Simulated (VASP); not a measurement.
# ZnSe (Fm-3m) in VASP: further runs

ZnSe is run at these levels: PBE, r2SCAN; tasks: single point.

All numbers are computed with VASP 6.6.1; they aren't measurements. Logs are shortened: lines on timing, memory, paths and dates and some standing lists are left out, and cuts for length are marked.

### 1 The cell of the first run

It takes space group Fm-3m (No. 225, cubic). Conventional cell: a = 5.371 Å, b = 5.371 Å, c = 5.371 Å, α = 90.00°, β = 90.00°, γ = 90.00°. Se (site symmetry m-3m) has 6 Zn at 2.69 Å within 3.5 Å. Zn (site symmetry m-3m) has 6 Se at 2.69 Å within 3.5 Å.

### 2 Single point, PBE (19.37 Å³/atom)

Contents of INCAR:

```
SYSTEM = ZnSe
ALGO = Normal
EDIFF = 1E-6
ENCUT = 520
GGA = PE
ISIF = 2
ISMEAR = 0
LASPH = .TRUE.
LCHARG = .TRUE.
LELF = .TRUE.
LREAL = .FALSE.
LVHAR = .TRUE.
LWAVE = .FALSE.
NBANDS = 16
NELM = 100
PREC = Accurate
SIGMA = 0.05
```

Contents of KPOINTS:

```
k-points
0
G
  6 6 6
  0 0 0
```

Contents of POSCAR:

```
ZnSe
1.0
    0.0000000000      2.6854375469      2.6854375469
    2.6854375469      0.0000000000      2.6854375469
    2.6854375469      2.6854375469      0.0000000000
Se Zn
1 1
Direct
    0.0000000000      0.0000000000      0.0000000000
    0.5000000000      0.5000000000      0.5000000000
```

Potentials or basis: VASP PAW PBE potentials, release 64 (Se, Zn).

Command:

```bash
$ cat potpaw_PBE.64/Se/POTCAR potpaw_PBE.64/Zn/POTCAR > POTCAR
$ mpirun -np 1 vasp_std > vasp.out
```

OUTCAR:

```text
SYSTEM = ZnSe
   EDIFF = 1E-6
   ENCUT = 520
   GGA = PE
   ISIF = 2
   ISMEAR = 0
   LASPH = .TRUE.
   LREAL = .FALSE.
   NELM = 100
   PREC = Accurate

 ion  position               nearest neighbor table
   1  0.000  0.000  0.000-   2 2.69   2 2.69   2 2.69   2 2.69   2 2.69   2 2.69
   2  0.500  0.500  0.500-   1 2.69   1 2.69   1 2.69   1 2.69   1 2.69   1 2.69

  LATTYP: Found a face centered cubic cell.
 ALAT       =     5.3708750938

  Lattice vectors:

 A1 = (   0.0000000000,   2.6854375469,   2.6854375469)
 A2 = (   2.6854375469,   0.0000000000,   2.6854375469)
 A3 = (   2.6854375469,   2.6854375469,   0.0000000000)

Analysis of symmetry for initial positions (statically):
=====================================================================
 Subroutine PRICEL returns:
 Original cell was already a primitive cell.

 Routine SETGRP: Setting up the symmetry group for a
 face centered cubic supercell.

 Subroutine GETGRP returns: Found 48 space group operations
 (whereof 48 operations were pure point group operations)
 out of a pool of 48 trial point group operations.

The static configuration has the point symmetry O_h .

Analysis of symmetry for dynamics (positions and initial velocities):
=====================================================================
 Subroutine PRICEL returns:
 Original cell was already a primitive cell.

 Routine SETGRP: Setting up the symmetry group for a
 face centered cubic supercell.

 Subroutine GETGRP returns: Found 48 space group operations
 (whereof 48 operations were pure point group operations)
 out of a pool of 48 trial point group operations.

The dynamic configuration has the point symmetry O_h .

 Subroutine INISYM returns: Found 48 space group operations
 (whereof 48 operations are pure point group operations),
 and found     1 'primitive' translations

----------------------------------------------------------------------------------------

                                     Primitive cell

  volume of cell :      38.7325

  direct lattice vectors                    reciprocal lattice vectors
     0.000000000  2.685437547  2.685437547    -0.186189398  0.186189398  0.186189398
     2.685437547  0.000000000  2.685437547     0.186189398 -0.186189398  0.186189398
     2.685437547  2.685437547  0.000000000     0.186189398  0.186189398 -0.186189398

  length of vectors
     3.797782200  3.797782200  3.797782200     0.322489497  0.322489497  0.322489497

  position of ions in fractional coordinates (direct lattice)
     0.000000000  0.000000000  0.000000000
     0.500000000  0.500000000  0.500000000

  ion indices of the primitive-cell ions
   primitive index   ion index
                 1           1
                 2           2

----------------------------------------------------------------------------------------

 KPOINTS: k-points

Automatic generation of k-mesh.
 Grid dimensions read from file:
 generate k-points for:    6    6    6

 Generating k-lattice:

  Cartesian coordinates                     Fractional coordinates (reciprocal lattice)
    -0.031031566  0.031031566  0.031031566     0.166666667  0.000000000  0.000000000
     0.031031566 -0.031031566  0.031031566     0.000000000  0.166666667  0.000000000
     0.031031566  0.031031566 -0.031031566     0.000000000  0.000000000  0.166666667

  Length of vectors
     0.053748250  0.053748250  0.053748250

  Shift w.r.t. Gamma in fractional coordinates (k-lattice)
     0.000000000  0.000000000  0.000000000

 Subroutine IBZKPT returns following result:
 ===========================================

 Found     16 irreducible k-points:

 Following reciprocal coordinates:
            Coordinates               Weight
  0.000000  0.000000  0.000000      1.000000
  0.166667  0.000000  0.000000      8.000000
  0.333333  0.000000  0.000000      8.000000
  0.500000  0.000000  0.000000      4.000000
  0.166667  0.166667  0.000000      6.000000
  0.333333  0.166667  0.000000     24.000000
[... 8 lines left out ...]
 -0.333333  0.333333  0.166667     24.000000
 -0.333333  0.500000  0.166667     12.000000
   k-points           NKPTS =     16   k-points in BZ     NKDIM =     16   number of bands    NBANDS=     16
   number of dos      NEDOS =    301   number of ions     NIONS =      2
   total plane-waves  NPLWV =  21952
   dimension x,y,z NGX =    28 NGY =   28 NGZ =   28
   dimension x,y,z NGXF=    56 NGYF=   56 NGZF=   56
   ions per type =               1   1
   NGX,Y,Z   is equivalent  to a cutoff of  12.26, 12.26, 12.26 a.u.
   NGXF,Y,Z  is equivalent  to a cutoff of  24.51, 24.51, 24.51 a.u.
 SYSTEM =  ZnSe
   PREC   = accura    normal or accurate (medium, high low for compatibility)
   ISTART =      0    job   : 0-new  1-cont  2-samecut
   ICHARG =      2    charge: 1-file 2-atom 10-const
   ISPIN  =      1    spin polarized calculation?
   LNONCOLLINEAR =      F non collinear calculations
   LSORBIT =      F    spin-orbit coupling
   LASPH  =      T    aspherical Exc in radial PAW
   ENCUT  =  520.0 eV  38.22 Ry    6.18 a.u.   7.06  7.06  7.06*2*pi/ulx,y,z
   NELM   =    100;   NELMIN=  2; NELMDL= -5     # of ELM steps
   EDIFF  = 0.1E-05   stopping-criterion for ELM
   LREAL  =      F    real-space projection
   EDIFFG = 0.1E-04   stopping-criterion for IOM
   NSW    =      0    number of steps for IOM
   IBRION =     -1    ionic relax: 0-MD 1-quasi-New 2-CG
   NFREE  =      0    steps in history (QN), initial steepest desc. (CG)
   ISIF   =      2    stress and relaxation
   ISYM   =      2    0-nonsym 1-usesym 2-fastsym
   POTIM  = 0.5000    time-step for ionic-motion
   TEBEG  =    0.0;   TEEND  =   0.0 temperature during run
   PSTRESS=    0.0 pullay stress
   NELECT =      18.0000    total number of electrons
   NUPDOWN=      -1.0000    fix difference up-down
   EMIN   =  10.00;   EMAX   =-10.00  energy-range for DOS
   EFERMI =   0.00;   METHOD = LEGACY
   ISMEAR =     0;   SIGMA  =   0.05  broadening in eV -4-tet -1-fermi 0-gaus
   EFERMI_NEDOS =   21; number of points for ismear=-14 and -15
   IALGO  =     38    algorithm
   IMIX   =      4    mixing-type and parameters
     AMIX     =   0.40;   BMIX     =  1.00
     AMIX_MAG =   1.60;   BMIX_MAG =  1.00
  volume/ion in A,a.u.               =      19.37       130.69
  Fermi-wavevector in a.u.,A,eV,Ry     =   1.268062  2.396290 21.877925  1.607982
  Thomas-Fermi vector in A             =   2.401177
   LORBIT       =      0    0 simple, 1 ext, 2 COOP (PROOUT), +10 PAW based schemes
   GGA     = PE    functional components
   LHFCALC =     F    Hartree Fock is set to
   AEXX    =    0.0000 exact exchange contribution
   IVDW    =     0    specifies the selected vdW correction
   LEPSILON=     F    determine dielectric tensor
   LRPA    =     F    only Hartree local field effects (RPA)
 non-spin polarized calculation
 Gauss-broadening in eV      SIGMA  =   0.05
  energy-cutoff  :      520.00
  volume of cell :       38.73
 maximum number of plane-waves:      1056
   NGX = 15   NGY = 15   NGZ = 15

 number of electron      18.0000012 magnetization

 Free energy of the ion-electron system (eV)
  ---------------------------------------------------
  ext. energy  EPLUGINS =         0.00000000
  ---------------------------------------------------
  free energy    TOTEN  =        -5.40520556 eV

  energy without entropy =       -5.40395721  energy(sigma->0) =       -5.40458138

 E-fermi :   3.1672     XC(G=0): -10.3995

 val. band max:        3.1433776524   @ k =  -0.1667   0.1667   0.0000
 cond. band min:       3.5717310143   @ k =   0.3333   0.3333   0.0000
 fundamental gap:      0.4283533619
 Fermi energy:         3.1672244794

 k-point     1 :       0.0000    0.0000    0.0000
  band No.  band energies     occupation
      1     -10.6672      2.00000
      2      -3.5067      2.00000
      3      -3.5067      2.00000
      4      -3.4890      2.00000
      5      -3.4890      2.00000
      6      -3.4890      2.00000
[... 8 lines left out ...]
     15      12.8868      0.00000
     16      12.8868      0.00000

 k-point     2 :       0.1667    0.0000    0.0000
  band No.  band energies     occupation
      1     -10.3971      2.00000
      2      -3.5643      2.00000
      3      -3.5643      2.00000
      4      -3.5180      2.00000
      5      -3.4637      2.00000
      6      -3.4637      2.00000
[... 8 lines left out ...]
     15      12.6850      0.00000
     16      12.6850      0.00000

 k-point     3 :       0.3333    0.0000    0.0000
  band No.  band energies     occupation
      1      -9.7353      2.00000
      2      -3.6945      2.00000
      3      -3.6804      2.00000
      4      -3.6804      2.00000
      5      -3.4087      2.00000
      6      -3.4087      2.00000
[... 8 lines left out ...]
     15      14.7267      0.00000
     16      14.7267      0.00000

 k-point     4 :       0.5000    0.0000    0.0000
  band No.  band energies     occupation
      1      -9.3010      2.00000
      2      -4.0045      2.00000
      3      -3.7371      2.00000
      4      -3.7371      2.00000
      5      -3.3808      2.00000
      6      -3.3808      2.00000
[... 8 lines left out ...]
     15      17.2180      0.00000
     16      17.2180      0.00000

 k-point     5 :       0.1667    0.1667    0.0000
  band No.  band energies     occupation
      1     -10.3148      2.00000
      2      -3.6387      2.00000
      3      -3.5128      2.00000
      4      -3.4918      2.00000
      5      -3.4671      2.00000
      6      -3.4671      2.00000
[... 8 lines left out ...]
     15      14.8732      0.00000
     16      14.8732      0.00000

 k-point     6 :       0.3333    0.1667    0.0000
  band No.  band energies     occupation
      1      -9.8000      2.00000
      2      -3.7345      2.00000
      3      -3.5648      2.00000
      4      -3.5564      2.00000
      5      -3.4309      2.00000
      6      -3.4038      2.00000
[... 8 lines left out ...]
     15      15.6822      0.00000
     16      15.9345      0.00000

 k-point     7 :       0.5000    0.1667    0.0000
  band No.  band energies     occupation
      1      -9.2650      2.00000
      2      -3.7984      2.00000
      3      -3.6727      2.00000
      4      -3.6572      2.00000
      5      -3.3851      2.00000
      6      -3.3741      2.00000
[... 8 lines left out ...]
     15      17.1156      0.00000
     16      17.4218      0.00000

 k-point     8 :      -0.3333    0.1667    0.0000
  band No.  band energies     occupation
      1      -9.3946      2.00000
      2      -3.8166      2.00000
      3      -3.7112      2.00000
      4      -3.5865      2.00000
      5      -3.4011      2.00000
      6      -3.3713      2.00000
[... 8 lines left out ...]
     15      14.5695      0.00000
     16      17.1044      0.00000

 k-point     9 :      -0.1667    0.1667    0.0000
  band No.  band energies     occupation
      1      -9.9990      2.00000
      2      -3.6561      2.00000
      3      -3.6506      2.00000
      4      -3.5314      2.00000
      5      -3.4471      2.00000
      6      -3.4121      2.00000
[... 8 lines left out ...]
     15      14.3955      0.00000
     16      15.5835      0.00000

 k-point    10 :       0.3333    0.3333    0.0000
  band No.  band energies     occupation
      1      -9.5374      2.00000
      2      -3.6503      2.00000
      3      -3.5612      2.00000
      4      -3.4621      2.00000
      5      -3.3959      2.00000
      6      -3.3959      2.00000
[... 8 lines left out ...]
     15      16.6013      0.00000
     16      18.6944      0.00000

 k-point    11 :       0.5000    0.3333    0.0000
  band No.  band energies     occupation
      1      -9.1746      2.00000
      2      -3.5834      2.00000
      3      -3.5269      2.00000
      4      -3.4739      2.00000
      5      -3.3575      2.00000
      6      -3.2873      2.00000
[... 8 lines left out ...]
     15      18.2584      0.00000
     16      18.9235      0.00000

 k-point    12 :      -0.3333    0.3333    0.0000
  band No.  band energies     occupation
      1      -9.0952      2.00000
      2      -3.6852      2.00000
      3      -3.6439      2.00000
      4      -3.5032      2.00000
      5      -3.3739      2.00000
      6      -3.2919      2.00000
[... 8 lines left out ...]
     15      15.6057      0.00000
     16      17.6450      0.00000

 k-point    13 :       0.5000    0.5000    0.0000
  band No.  band energies     occupation
      1      -9.1199      2.00000
      2      -3.5857      2.00000
      3      -3.4473      2.00000
      4      -3.3425      2.00000
      5      -3.3425      2.00000
      6      -3.0511      2.00000
[... 8 lines left out ...]
     15      17.8026      0.00000
     16      19.4720      0.00000

 k-point    14 :       0.5000    0.3333    0.1667
  band No.  band energies     occupation
      1      -9.3519      2.00000
      2      -3.7007      2.00000
      3      -3.6246      2.00000
      4      -3.5547      2.00000
      5      -3.3907      2.00000
      6      -3.3503      2.00000
[... 8 lines left out ...]
     15      17.2865      0.00000
     16      17.5689      0.00000

 k-point    15 :      -0.3333    0.3333    0.1667
  band No.  band energies     occupation
      1      -9.0950      2.00000
      2      -3.6990      2.00000
      3      -3.5845      2.00000
      4      -3.5534      2.00000
      5      -3.3637      2.00000
      6      -3.2901      2.00000
[... 8 lines left out ...]
     15      15.0563      0.00000
     16      18.8033      0.00000

 k-point    16 :      -0.3333    0.5000    0.1667
  band No.  band energies     occupation
      1      -9.0470      2.00000
      2      -3.5923      2.00000
      3      -3.5656      2.00000
      4      -3.4620      2.00000
      5      -3.3424      2.00000
      6      -3.1231      2.00000
[... 8 lines left out ...]
     15      16.9994      0.00000
     16      19.5482      0.00000

------------------------ aborting loop because EDIFF is reached ----------------------------------------

  FORCE on cell =-STRESS in cart. coord.  units (eV):
  Direction    XX          YY          ZZ          XY          YZ          ZX
  --------------------------------------------------------------------------------------
  -------------------------------------------------------------------------------------
  Total        0.0464515      0.0464515      0.0464515      0.0000000      0.0000000     -0.0000000
  in kB        1.9214767      1.9214767      1.9214767      0.0000000      0.0000000     -0.0000000
  external PRESSURE =       1.9214767 kB  Pullay stress =       0.0000000 kB

 VOLUME and BASIS-vectors are now :
 -----------------------------------------------------------------------------
  energy-cutoff  :      520.00
  volume of cell :       38.73
      direct lattice vectors                 reciprocal lattice vectors
     0.000000000  2.685437547  2.685437547    -0.186189398  0.186189398  0.186189398
     2.685437547  0.000000000  2.685437547     0.186189398 -0.186189398  0.186189398
     2.685437547  2.685437547  0.000000000     0.186189398  0.186189398 -0.186189398

 POSITION                                       TOTAL-FORCE (eV/Angst)
 -----------------------------------------------------------------------------------
      0.00000      0.00000      0.00000         0.000000     -0.000000     -0.000000
      2.68544      2.68544      2.68544         0.000000      0.000000      0.000000
 -----------------------------------------------------------------------------------
    total drift:                                0.000000      0.000000      0.000000

  FREE ENERGIE OF THE ION-ELECTRON SYSTEM (eV)
  ---------------------------------------------------
  free  energy   TOTEN  =        -5.4052055581 eV

  energy  without entropy=       -5.4039572117  energy(sigma->0) =       -5.40458138
```

It took 6.4 s on 1 thread of Intel Xeon 6975P-C (Granite Rapids), shared host; peak memory 0.16 GiB.

What came out:

| Quantity | Value |
| --- | --- |
| Free energy | -5.4052 eV |
| Pressure | 0.2 GPa |
| Band gap on the k mesh | zero (bands 9 and 10 overlap by 1.08 eV) |

### 3 Single point, r2SCAN (15.02 Å³/atom)

This run uses another cell than the first one, of 15.02 Å³/atom.

Contents of POSCAR:

```
ZnSe
1.0
    0.0000000000      2.4674363562      2.4674363562
    2.4674363562      0.0000000000      2.4674363562
    2.4674363562      2.4674363562      0.0000000000
Se Zn
1 1
Direct
    0.0000000000      0.0000000000      0.0000000000
    0.5000000000      0.5000000000      0.5000000000
```

Contents of INCAR.step1:

```
SYSTEM = ZnSe
PREC = Accurate
ENCUT = 520
ISMEAR = 0
SIGMA = 0.05
LREAL = .False.
LASPH = .True.
NELM = 100
NBANDS = 16
GGA = PE
ALGO = Normal
EDIFF = 1E-4
LWAVE = .True.
LCHARG = .False.
```

Contents of INCAR.step2:

```
SYSTEM = ZnSe
PREC = Accurate
ENCUT = 520
EDIFF = 1E-6
ISMEAR = 0
SIGMA = 0.05
LREAL = .False.
LASPH = .True.
NELM = 100
ALGO = Normal
ISIF = 2
LWAVE = .False.
LCHARG = .False.
METAGGA = R2SCAN
LMIXTAU = .True.
NBANDS = 16
ISTART = 1
```

Contents of KPOINTS:

```
Automatic mesh
0
Gamma
  12 12 12
  0 0 0
```

Potentials or basis: VASP PAW PBE potentials, release 64 (Se, Zn).

Command:

```bash
$ cat potpaw_PBE.64/Se/POTCAR potpaw_PBE.64/Zn/POTCAR > POTCAR
$ cp INCAR.step1 INCAR
$ mpirun -np 1 vasp_std > vasp.out
$ cp INCAR.step2 INCAR
$ mpirun -np 1 vasp_std > vasp.out
```

It took 76 s on 1 thread of Intel Xeon 6975P-C (Granite Rapids), shared host; peak memory 0.19 GiB.

The run converged. Its results:

* Free energy: -23.6842 eV
* Pressure: 30.4 GPa
* Band gap on the k mesh: zero (bands 9 and 10 overlap by 0.82 eV)

Levels at points of the mesh, in eV from the Fermi level:
```
           k point  band 5  band 6  band 7  band 8  band 9  band 10  band 11  band 12  band 13  band 14
(0.00, 0.00, 0.00)   -7.53   -7.53   -0.79   -0.79   -0.79     3.33     9.09     9.09     9.09    11.92
(0.50, 0.00, 0.00)   -7.32   -7.32   -6.64   -0.12   -0.12     3.94     5.21     5.21     8.75    15.14
(0.50, 0.50, 0.00)   -7.25   -7.15   -6.63   -3.63   -3.63    -0.75     4.76    14.41    14.41    15.30
```

Caveat: the cell stands under pressure; the PAW data sets were made with another functional, which shifts forces and pressure a little.

[end of part 1 of 2]
